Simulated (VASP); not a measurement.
# AlN (Fm-3m) in VASP: notebook

Aim: see how the results for AlN move with the level of theory and the settings. Levels: revPBE, PBEsol+D3(BJ). Tasks: single point.

Everything below comes from runs of VASP 6.6.1. Logs are shortened: lines on timing, memory, paths and dates and some standing lists are left out, and cuts for length are marked.

## 1. The cell of the first run

Symmetry: Fm-3m, No. 225, cubic system. Conventional cell: a = 4.034 Å, b = 4.034 Å, c = 4.034 Å, α = 90.00°, β = 90.00°, γ = 90.00°. Within 2.7 Å of Al (site symmetry m-3m) lie 6 N at 2.02 Å. Within 2.7 Å of N (site symmetry m-3m) lie 6 Al at 2.02 Å.

## 2. Single point, revPBE (volume scaled by 0.96)

Contents of INCAR:

```
SYSTEM = AlN
PREC     = Accurate       ! precision mode
ENCUT    = 520            ! plane-wave cutoff, eV
EDIFF    = 1E-6           ! SCF threshold, eV
ISMEAR   = 0              ! smearing method
SIGMA    = 0.05           ! smearing width, eV
LREAL    = .False.        ! projectors in reciprocal space
LASPH    = .True.         ! aspherical terms in the spheres
NELM     = 100            ! most SCF steps
ALGO     = Normal         ! electronic algorithm
ISIF     = 2              ! what is computed and relaxed
LWAVE    = .False.        ! write WAVECAR
LCHARG   = .True.         ! write CHGCAR
GGA      = RE             ! functional
LELF     = .True.         ! ELF
LVHAR    = .True.       
NBANDS   = 11             ! bands
```

Contents of KPOINTS:

```
regular mesh
0
Gamma
  10 10 10
  0 0 0
```

Contents of POSCAR:

```
AlN
1.0
    0.0000000000      2.0168635652      2.0168635652
    2.0168635652      0.0000000000      2.0168635652
    2.0168635652      2.0168635652      0.0000000000
Al N
1 1
Direct
    0.0000000000      0.0000000000      0.0000000000
    0.5000000000      0.5000000000      0.5000000000
```

Potentials or basis: VASP PAW PBE potentials, release 64 (Al, N).

Command:

```
> cat potpaw_PBE.64/Al/POTCAR potpaw_PBE.64/N/POTCAR > POTCAR
> mpirun -np 1 vasp_std > vasp.out
```

OUTCAR:

```text
SYSTEM = AlN
   PREC = Accurate
   ENCUT = 520
   EDIFF = 1E-6
   ISMEAR = 0
   LREAL = .False.
   LASPH = .True.
   NELM = 100
   ISIF = 2
   GGA = RE

 ion  position               nearest neighbor table
   1  0.000  0.000  0.000-   2 2.02   2 2.02   2 2.02   2 2.02   2 2.02   2 2.02
   2  0.500  0.500  0.500-   1 2.02   1 2.02   1 2.02   1 2.02   1 2.02   1 2.02

  LATTYP: Found a face centered cubic cell.
 ALAT       =     4.0337271304

  Lattice vectors:

 A1 = (   0.0000000000,   2.0168635652,   2.0168635652)
 A2 = (   2.0168635652,   0.0000000000,   2.0168635652)
 A3 = (   2.0168635652,   2.0168635652,   0.0000000000)

Analysis of symmetry for initial positions (statically):
=====================================================================
 Subroutine PRICEL returns:
 Original cell was already a primitive cell.

 Routine SETGRP: Setting up the symmetry group for a
 face centered cubic supercell.

 Subroutine GETGRP returns: Found 48 space group operations
 (whereof 48 operations were pure point group operations)
 out of a pool of 48 trial point group operations.

The static configuration has the point symmetry O_h .

Analysis of symmetry for dynamics (positions and initial velocities):
=====================================================================
 Subroutine PRICEL returns:
 Original cell was already a primitive cell.

 Routine SETGRP: Setting up the symmetry group for a
 face centered cubic supercell.

 Subroutine GETGRP returns: Found 48 space group operations
 (whereof 48 operations were pure point group operations)
 out of a pool of 48 trial point group operations.

The dynamic configuration has the point symmetry O_h .

 Subroutine INISYM returns: Found 48 space group operations
 (whereof 48 operations are pure point group operations),
 and found     1 'primitive' translations

----------------------------------------------------------------------------------------

                                     Primitive cell

  volume of cell :      16.4081

  direct lattice vectors                    reciprocal lattice vectors
     0.000000000  2.016863565  2.016863565    -0.247909679  0.247909679  0.247909679
     2.016863565  0.000000000  2.016863565     0.247909679 -0.247909679  0.247909679
     2.016863565  2.016863565  0.000000000     0.247909679  0.247909679 -0.247909679

  length of vectors
     2.852275807  2.852275807  2.852275807     0.429392161  0.429392161  0.429392161

  position of ions in fractional coordinates (direct lattice)
     0.000000000  0.000000000  0.000000000
     0.500000000  0.500000000  0.500000000

[... 81 lines left out ...]
   NFREE  =      0    steps in history (QN), initial steepest desc. (CG)
   ISIF   =      2    stress and relaxation
   ISYM   =      2    0-nonsym 1-usesym 2-fastsym
   POTIM  = 0.5000    time-step for ionic-motion
   TEBEG  =    0.0;   TEEND  =   0.0 temperature during run
   PSTRESS=    0.0 pullay stress
   NELECT =       8.0000    total number of electrons
   NUPDOWN=      -1.0000    fix difference up-down
   EMIN   =  10.00;   EMAX   =-10.00  energy-range for DOS
   EFERMI =   0.00;   METHOD = LEGACY
   ISMEAR =     0;   SIGMA  =   0.05  broadening in eV -4-tet -1-fermi 0-gaus
   EFERMI_NEDOS =   21; number of points for ismear=-14 and -15
   IALGO  =     38    algorithm
   IMIX   =      4    mixing-type and parameters
     AMIX     =   0.40;   BMIX     =  1.00
     AMIX_MAG =   1.60;   BMIX_MAG =  1.00
  volume/ion in A,a.u.               =       8.20        55.36
  Fermi-wavevector in a.u.,A,eV,Ry     =   1.288502  2.434915 22.588888  1.660236
  Thomas-Fermi vector in A             =   2.420451
   LORBIT       =      0    0 simple, 1 ext, 2 COOP (PROOUT), +10 PAW based schemes
   GGA     = RE    functional components
   LHFCALC =     F    Hartree Fock is set to
   AEXX    =    0.0000 exact exchange contribution
   IVDW    =     0    specifies the selected vdW correction
   LEPSILON=     F    determine dielectric tensor
   LRPA    =     F    only Hartree local field effects (RPA)
 non-spin polarized calculation
 Gauss-broadening in eV      SIGMA  =   0.05
  energy-cutoff  :      520.00
  volume of cell :       16.41
 maximum number of plane-waves:       459
 NGX is ok and might be reduce to    24
   NGX = 11   NGY = 11   NGZ = 11

 number of electron       7.9999999 magnetization

 Free energy of the ion-electron system (eV)
  ---------------------------------------------------
  ext. energy  EPLUGINS =         0.00000000
  ---------------------------------------------------
  free energy    TOTEN  =       -13.89277795 eV

  energy without entropy =      -13.89277795  energy(sigma->0) =      -13.89277795

 E-fermi :  10.3831     XC(G=0): -12.2490

 val. band max:       10.1445644428   @ k =   0.0000   0.0000   0.0000
 cond. band min:      14.9120995174   @ k =   0.5000   0.5000   0.0000
 fundamental gap:      4.7675350746
 Fermi energy:        10.3830602453

 k-point     1 :       0.0000    0.0000    0.0000
  band No.  band energies     occupation
      1      -7.5098      2.00000
      2      10.1446      2.00000
      3      10.1446      2.00000
      4      10.1446      2.00000
      5      15.9436      0.00000
      6      22.3364      0.00000
      7      22.3364      0.00000
      8      22.3364      0.00000
      9      27.4863      0.00000
     10      27.9772      0.00000
     11      27.9772      0.00000
[... 309 lines left out ...]
 k-point    24 :       0.4000    0.3000    0.0000
  band No.  band energies     occupation
      1      -4.4895      2.00000
      2       4.2579      2.00000
      3       7.3295      2.00000
      4       7.8488      2.00000
      5      16.3955      0.00000
      6      17.1251      0.00000
      7      22.4857      0.00000
      8      25.9179      0.00000
      9      26.6980      0.00000
     10      32.0624      0.00000
     11      35.1201      0.00000

 [... further k-points ...]
[... 5 lines left out ...]
  --------------------------------------------------------------------------------------
  -------------------------------------------------------------------------------------
  Total        1.0476990      1.0476990      1.0476990     -0.0000000     -0.0000000     -0.0000000
  in kB      102.3028104    102.3028104    102.3028104     -0.0000000     -0.0000000     -0.0000000
  external PRESSURE =     102.3028104 kB  Pullay stress =       0.0000000 kB

 VOLUME and BASIS-vectors are now :
 -----------------------------------------------------------------------------
  energy-cutoff  :      520.00
  volume of cell :       16.41
      direct lattice vectors                 reciprocal lattice vectors
     0.000000000  2.016863565  2.016863565    -0.247909679  0.247909679  0.247909679
     2.016863565  0.000000000  2.016863565     0.247909679 -0.247909679  0.247909679
     2.016863565  2.016863565  0.000000000     0.247909679  0.247909679 -0.247909679

 POSITION                                       TOTAL-FORCE (eV/Angst)
 -----------------------------------------------------------------------------------
      0.00000      0.00000      0.00000         0.000000     -0.000000     -0.000000
      2.01686      2.01686      2.01686        -0.000000      0.000000      0.000000
 -----------------------------------------------------------------------------------
    total drift:                               -0.000000     -0.000000      0.000000

  FREE ENERGIE OF THE ION-ELECTRON SYSTEM (eV)
  ---------------------------------------------------
  free  energy   TOTEN  =       -13.8927779480 eV

  energy  without entropy=      -13.8927779480  energy(sigma->0) =      -13.89277795
```

OSZICAR:

```text
N       E                     dE             d eps       ncg     rms          rms(c)
DAV:   1     0.110452891513E+02    0.11045E+02   -0.39829E+03  1050   0.620E+02
DAV:   2    -0.148741623862E+02   -0.25919E+02   -0.25028E+02  1258   0.139E+02
DAV:   3    -0.156009464629E+02   -0.72678E+00   -0.72566E+00  1248   0.213E+01
DAV:   4    -0.156036879151E+02   -0.27415E-02   -0.27412E-02  1163   0.142E+00
DAV:   5    -0.156037114785E+02   -0.23563E-04   -0.23563E-04  1214   0.125E-01    0.772E+00
DAV:   6    -0.139084928583E+02    0.16952E+01   -0.71443E+00  1124   0.143E+01    0.291E+00
DAV:   7    -0.138953828960E+02    0.13110E-01   -0.19801E-01  1154   0.320E+00    0.186E+00
DAV:   8    -0.138930396916E+02    0.23432E-02   -0.17036E-02  1094   0.112E+00    0.334E-01
DAV:   9    -0.138927056743E+02    0.33402E-03   -0.15145E-03  1160   0.232E-01    0.159E-01
DAV:  10    -0.138927863097E+02   -0.80635E-04   -0.17669E-04  1133   0.982E-02    0.518E-02
DAV:  11    -0.138927783887E+02    0.79210E-05   -0.26277E-05  1220   0.283E-02    0.952E-03
DAV:  12    -0.138927779480E+02    0.44073E-06   -0.10020E-06   614   0.835E-03
   1 F= -.13892778E+02 E0= -.13892778E+02  d E =-.111271E-13
```

stdout:

```text
POSCAR found type information on POSCAR AlN
 POSCAR found :  2 types and       2 ions
 scaLAPACK will be used
 -----------------------------------------------------------------------------
|                                                                             |
|                                                                             |
|     You enforced a specific xc type in the INCAR file but a different       |
|     I HOPE YOU KNOW WHAT YOU ARE DOING!                                     |
|                                                                             |
 -----------------------------------------------------------------------------

 LDA part: xc-table for (Slater+PW92), standard interpolation
 POSCAR, INCAR and KPOINTS ok, starting setup
 FFT: planning ... GRIDC
 FFT: planning ... GRID_SOFT
 FFT: planning ... GRID
 WAVECAR not read
 entering main loop
```

It took 3.5 s on 1 thread of Intel Xeon 6975P-C (Granite Rapids), shared host; peak memory 0.13 GiB.

What came out:

```
Free energy            : -13.8928 eV
Pressure               : 10.2 GPa
Band gap on the k mesh : 4.77 eV, indirect (least direct gap 5.80 eV)
```

Levels at points of the mesh, in eV from the valence-band top:
```
           k point  band 1  band 2  band 3  band 4  band 5  band 6  band 7  band 8
(0.00, 0.00, 0.00)  -17.65    0.00    0.00    0.00    5.80   12.19   12.19   12.19
(0.50, 0.00, 0.00)  -14.39   -8.34   -1.10   -1.10    6.19   11.12   11.12   13.50
(0.50, 0.50, 0.00)  -13.40   -7.43   -2.82   -2.82    4.77    5.29   14.20   17.47
```

Caveat: the cell differs from its parent crystal (volume scaled by 0.96); the PAW data sets were made with another functional, which shifts forces and pressure a little.

## 3. Single point, PBEsol+D3(BJ)

This run uses another cell than the first one, of 7.74 Å³/atom, 0.943 times its volume.

Contents of INCAR:

```
ALGO = Normal
EDIFF = 1E-6
ENCUT = 520
GGA = PS
ISIF = 2
ISMEAR = 0
IVDW = 12
LASPH = True
LCHARG = False
LREAL = False
LWAVE = False
NBANDS = 11
NELM = 80
PREC = Accurate
SIGMA = 0.05
```

Contents of KPOINTS:

```
k-points
0
Gamma
  10 10 10
```

Contents of POSCAR:

```
AlN
1.0
    0.0000000000      1.9780005664      1.9780005664
    1.9780005664      0.0000000000      1.9780005664
    1.9780005664      1.9780005664      0.0000000000
Al N
1 1
Direct
    0.0000000000      0.0000000000      0.0000000000
    0.5000000000      0.5000000000      0.5000000000
```

Potentials or basis: VASP PAW PBE potentials, release 64 (Al, N).

Command:

```
> cat potpaw_PBE.64/Al/POTCAR potpaw_PBE.64/N/POTCAR > POTCAR
> mpirun -np 1 vasp_std > vasp.out
```

Wall time 3 s (1 thread of Intel Xeon 6975P-C (Granite Rapids), shared host); peak memory 0.14 GiB.

It converged, with:

```
Free energy                : -15.9975 eV
Pressure                   : 13.6 GPa
Band gap on the k mesh     : 5.01 eV, indirect (least direct gap 6.64 eV)
Dispersion energy per atom : -0.306 eV
```

Levels at points of the mesh, in eV from the valence-band top:
```tsv
k point	band 1	band 2	band 3	band 4	band 5	band 6	band 7	band 8
(0.00, 0.00, 0.00)	-18.16	0.00	0.00	0.00	6.64	12.23	12.23	12.23
(0.50, 0.00, 0.00)	-14.59	-8.80	-1.22	-1.22	6.46	11.44	11.44	14.23
(0.50, 0.50, 0.00)	-13.50	-7.90	-3.00	-3.00	5.01	5.20	14.78	18.21
```

Caveat: the PAW data sets were made with another functional, which shifts forces and pressure a little. A k mesh can miss the band edges.

## 4. Single point, PBEsol+D3(BJ)

This run uses another cell than the first one, of 8.10 Å³/atom, 0.987 times its volume.

Contents of INCAR:

```
  PREC = Accurate
  ENCUT = 520
  EDIFF = 1E-6
  ISMEAR = 0
  SIGMA = 0.05
  LREAL = False
  LASPH = True
  NELM = 100
  ALGO = Normal
  ISIF = 2
  LWAVE = False
  LCHARG = False
  GGA = PS
  IVDW = 12
  NBANDS = 11
```

Contents of KPOINTS:

```
Automatic mesh
0
Gamma
  10 10 10
```

Contents of POSCAR:

```
AlN
1.0
    0.0000000000      2.0079603483      2.0079603483
    2.0079603483      0.0000000000      2.0079603483
    2.0079603483      2.0079603483      0.0000000000
Al N
1 1
Direct
    0.0000000000      0.0000000000      0.0000000000
    0.5000000000      0.5000000000      0.5000000000
```

Command:

```
> cat potpaw_PBE.64/Al/POTCAR potpaw_PBE.64/N/POTCAR > POTCAR
> mpirun -np 1 vasp_std > vasp.out
```

It took 3.2 s on 1 thread of Intel Xeon 6975P-C (Granite Rapids), shared host; peak memory 0.14 GiB.

It converged, with:

| Quantity | Value |
| --- | --- |
| Free energy | -16.0275 eV |
| Pressure | 0.1 GPa |
| Band gap on the k mesh | 4.75 eV, indirect (least direct gap 5.97 eV) |
| Dispersion energy per atom | -0.293 eV |

Levels at points of the mesh, in eV from the valence-band top:
| k point | band 2 | band 3 | band 4 | band 5 | band 6 | band 7 |
| --- | --- | --- | --- | --- | --- | --- |
| (0.00, 0.00, 0.00) | 0.00 | 0.00 | 0.00 | 5.97 | 12.09 | 12.09 |
| (0.50, 0.00, 0.00) | -8.50 | -1.13 | -1.13 | 6.17 | 11.07 | 11.07 |
| (0.50, 0.50, 0.00) | -7.59 | -2.88 | -2.88 | 4.75 | 5.10 | 14.22 |

Caveat: the PAW data sets were made with another functional, which shifts forces and pressure a little. PBEsol gaps usually lie below the measured ones, often by a third to a half.

[end of part 1 of 2]
